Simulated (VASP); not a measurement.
Set up this calculation in VASP 6.6.1, as the native input.

```
Task                   : single point
Functional             : PBE
Dispersion             : D3(BJ)
Potentials or basis    : VASP PAW PBE potentials, release 64 (I)
Cutoff                 : 520 eV
k mesh                 : 18 × 18 × 18
Occupations            : gaussian, width 0.15 eV
Spin                   : no spin polarisation
Dipole correction      : no
Further INCAR settings : ALGO = Normal; EDIFF = 1e-07; NBANDS = 10
```

The structure of I lies in POSCAR:

```
I
1.0
   -2.3453627034      2.3453627034      1.6581714313
    2.3453627034     -2.3453627034      1.6581714313
    2.3453627034      2.3453627034     -1.6581714313
I
1
Direct
    0.0000000000      0.0000000000      0.0000000000
```

This cell differs from its parent crystal: ratio of the length along z to the lengths across it x 0.707, volume and fractional coordinates fixed.

The input as run:

INCAR

```
ALGO = Normal
EDIFF = 1E-7
ENCUT = 520
GGA = PE
ISIF = 2
ISMEAR = 0
IVDW = 12
LASPH = T
LCHARG = F
LREAL = F
LWAVE = F
NBANDS = 10
NELM = 100
PREC = Accurate
SIGMA = 0.15
```

KPOINTS

```
k-points
0
Gamma
  18 18 18
```

Potentials or basis: VASP PAW PBE potentials, release 64 (I).

Run with:

```bash
$ cat potpaw_PBE.64/I/POTCAR > POTCAR
$ mpirun -np 1 vasp_std > vasp.out
```

Results of the run:

```yaml
Pressure: -1.3 GPa
Band_gap_on_the_k_mesh: zero (an odd number of electrons rules out a gap without spin polarisation)
Dispersion_energy_per_atom: -0.360 eV
```

Caveat: spin-orbit coupling is left out, which moves the levels of the heavy elements; an odd number of electrons without spin polarisation forces a metal; a magnetic or distorted state may lie lower.

Wall time 2.4 min on 1 thread of Intel Xeon 8259CL, on a shared host, peak memory 0.3 GiB.
